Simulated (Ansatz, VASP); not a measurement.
## Two plane-wave programs on SnSe

```
CELL_PARAMETERS angstrom
0.00000 3.35340 3.35340
3.35340 0.00000 3.35340
3.35340 3.35340 0.00000
ATOMIC_POSITIONS crystal
Sn 0.00000 0.00000 0.00000
Se 0.75000 0.75000 0.75000
```

Alike in both runs: task single point; functional PBE; k mesh 10 × 10 × 10; occupations gaussian, width 0.01 eV; no spin polarisation.

```csv
,VASP,Ansatz
version,VASP 6.6.1,Ansatz 0.2.0
potentials or method,"VASP PAW PBE potentials, release 64 (Sn_d, Se), cutoff 500 eV","scalar-relativistic, plane waves, PAW"
valence electrons in the cell,20,30
```

|  | VASP | Ansatz | Ansatz less VASP |
| --- | --- | --- | --- |
| gap on the k mesh at the Fermi level (eV) | 0.01 | 0.01 | +0.001 |
| least direct gap on the mesh (eV) | 0.63 | 0.63 | +0.001 |
| pressure (GPa) | 1.1 | 1.1 | 0.00 |

VASP's potentials hold 20 valence electrons a cell and Ansatz's 30, so a difference there can come from the potentials and not from the codes.
